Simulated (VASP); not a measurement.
# Sn32HO31 (a cell with a defect): single point with PBE

Sn32HO31 (a cell with a defect):

```xyz
64
Lattice="-10.9476 0.0000 0.0000 0.0000 -10.9512 0.0000 0.0000 5.4756 10.2220" Properties=species:S:1:pos:R:3 pbc="T T T"
Sn    0.0192    1.3905    8.8476
Sn   -0.0199   -4.1138    8.8002
Sn   -8.1927    4.1227    8.8030
Sn   -8.2345   -1.3795    8.8499
Sn   -5.5026   -4.1233    8.8117
Sn   -5.4468    1.3690    8.8391
Sn   -2.7642   -1.3777    8.8394
Sn   -2.7062    4.1106    8.8065
Sn   -0.0502   -1.4080    1.3732
Sn   -0.0126   -6.8274    1.3956
Sn   -8.1779   -9.5245    1.3739
Sn   -8.1882   -4.1033    1.4008
Sn   -5.4514   -6.8393    1.3724
Sn   -5.4818   -1.3939    1.3994
Sn   -2.7459   -4.1303    1.3712
Sn   -2.7518   -9.5733    1.3942
Sn   -0.0543    1.4246    3.7348
Sn   -0.0122   -4.0970    3.7233
Sn   -8.1900   -6.8320    3.7210
Sn   -8.1520   -1.4282    3.7613
Sn   -5.4389   -4.1447    3.7489
Sn   -5.4820    1.3759    3.7234
Sn   -2.7490   -1.3903    3.7193
Sn   -2.7511   -6.8306    3.7450
Sn   -0.0239   -1.3519    6.5244
Sn    0.0200   -6.8560    6.4758
Sn   -8.1899    1.3619    6.5254
Sn   -8.2271   -4.0860    6.4816
Sn   -5.4510   -6.8583    6.4848
Sn   -5.5093   -1.3701    6.5192
Sn   -2.7609   -4.1023    6.4846
Sn   -2.7044    1.3574    6.5131
H    -9.6280    0.0551    2.4821
O    -9.5697   -5.4488    2.5607
O    -6.8408   -8.2192    2.5208
O    -6.8372   -2.7489    2.6424
O    -4.0945   -5.4899    2.5535
O    -4.1318   -0.0131    2.5561
O    -1.3647   -2.7385    2.5167
O    -1.3701   -8.2076    2.5971
O    -9.5510    2.7469    7.6606
O    -9.6088   -2.7300    7.6591
O    -6.8448   -5.4660    7.6017
O    -6.8455   -0.0163    7.7151
O    -4.1655   -2.7464    7.6616
O    -4.0457    2.7268    7.6601
O    -1.3693    0.0154    7.7226
O    -1.3639   -5.4874    7.6077
O    -9.5812    0.0078    7.6973
O    -9.5781   -5.4669    7.6196
O    -6.7987    2.7351    7.6728
O    -6.8854   -2.7419    7.6766
O    -4.1048   -5.4846    7.6668
O    -4.1069   -0.0100    7.6396
O    -1.4136   -2.7359    7.6621
O    -1.3262    2.7393    7.6580
O    -9.5777   -8.2272    2.5626
O    -9.5730   -2.6654    2.5604
O    -6.8218   -5.4808    2.5534
O    -6.9237   -0.0119    2.5587
O    -4.1048   -2.7640    2.5537
O    -4.1048   -8.2148    2.5693
O    -1.3457    0.0009    2.5637
O    -1.3689   -5.4742    2.5703
```

| Property | Result |
| --- | --- |
| Program | VASP 6.6.1 |
| Task | single point |
| Functional | PBE |
| Potentials or basis | VASP PAW PBE potentials, release 64 (Sn_d, H, O) |
| Cutoff | 520 eV |
| k mesh | 1 × 1 × 1 |
| Occupations | gaussian, width 0.05 eV |
| Spin | collinear spin, zero start |

```
Pressure                                              : -0.1 GPa
Largest force                                         : 0.116 eV/Å
Net moment                                            : 0.00 μB per cell
Valence electrons inside the program's atomic spheres : Sn 12.08, 12.07, 12.09 (each value once); H 0.51; O 4.98, 5.00, 4.99 (each value once)
```

Forces in eV/Å, atoms in the order of the input:
```
Sn  -0.007  0.002  0.071
Sn  -0.015 -0.012  0.055
Sn   0.013 -0.004  0.050
Sn   0.019 -0.010  0.069
Sn  -0.008  0.000  0.052
Sn   0.006 -0.009  0.075
Sn  -0.002 -0.008  0.064
Sn   0.005 -0.012  0.057
Sn   0.011  0.043 -0.061
Sn  -0.008  0.019 -0.059
Sn  -0.023 -0.048 -0.057
Sn   0.028  0.008 -0.046
Sn  -0.007  0.018 -0.064
Sn   0.007 -0.020 -0.070
Sn  -0.005 -0.005 -0.068
Sn  -0.014  0.024 -0.063
Sn   0.047 -0.051  0.055
Sn  -0.005 -0.027  0.112
Sn  -0.001  0.008  0.110
Sn  -0.045  0.021  0.073
Sn  -0.028  0.014  0.080
Sn   0.010 -0.001  0.105
Sn  -0.017 -0.004  0.106
Sn   0.006 -0.010  0.099
Sn  -0.012 -0.001 -0.089
Sn  -0.008  0.007 -0.086
Sn   0.011  0.012 -0.085
Sn   0.006  0.000 -0.101
Sn   0.007  0.000 -0.098
Sn   0.007  0.020 -0.086
Sn   0.005  0.009 -0.104
Sn  -0.008 -0.003 -0.090
H    0.003 -0.013  0.018
O   -0.006 -0.001 -0.032
O    0.000 -0.003 -0.029
O    0.016 -0.011 -0.013
O    0.003 -0.005 -0.038
O    0.003  0.000 -0.031
O   -0.001 -0.002 -0.037
O    0.004 -0.012 -0.019
O    0.008  0.001  0.019
O   -0.013  0.010  0.021
O   -0.002 -0.003  0.010
O   -0.020  0.004  0.024
O    0.000 -0.013  0.024
O    0.004  0.006  0.018
O    0.020 -0.001  0.032
O    0.005  0.004  0.014
O    0.001  0.007  0.008
O   -0.005  0.003  0.020
O   -0.007  0.003  0.020
O   -0.011  0.004  0.028
O    0.000 -0.006  0.026
O    0.003  0.001  0.001
O    0.009  0.000  0.016
O    0.012 -0.001  0.015
O   -0.005  0.030 -0.010
O   -0.005 -0.005 -0.014
O    0.005 -0.008 -0.027
O    0.001  0.029 -0.024
O    0.012 -0.001 -0.018
O   -0.010 -0.005 -0.007
O    0.002 -0.005 -0.011
O    0.004  0.013 -0.011
```

Stress tensor (GPa, compression positive):
```
 0.31 -0.02  0.00
-0.02 -0.24  0.00
 0.00  0.00 -0.42
```

Levels at points of the mesh, in eV from the Fermi level:
Spin up:
```tsv
k point	band 314	band 315	band 316	band 317	band 318	band 319	band 320	band 321
(0.00, 0.00, 0.00)	-1.53	-1.21	-1.19	-0.65	0.00	0.10	0.92	1.10
```
Spin down:
```
           k point  band 314  band 315  band 316  band 317  band 318  band 319  band 320  band 321
(0.00, 0.00, 0.00)     -1.53     -1.21     -1.19     -0.65      0.00      0.10      0.92      1.10
```

It took 7.6 min on 1 × NVIDIA H100 80GB with 1 thread of AMD EPYC 7R13 Processor (Zen 3), with other jobs on the host, peak memory 2.2 GiB.

Caveat: the k points lie up to 0.65 Å⁻¹ apart; no moment was typed at the start, so none could form; spin-orbit coupling is left out, which moves the levels of the heavy elements.
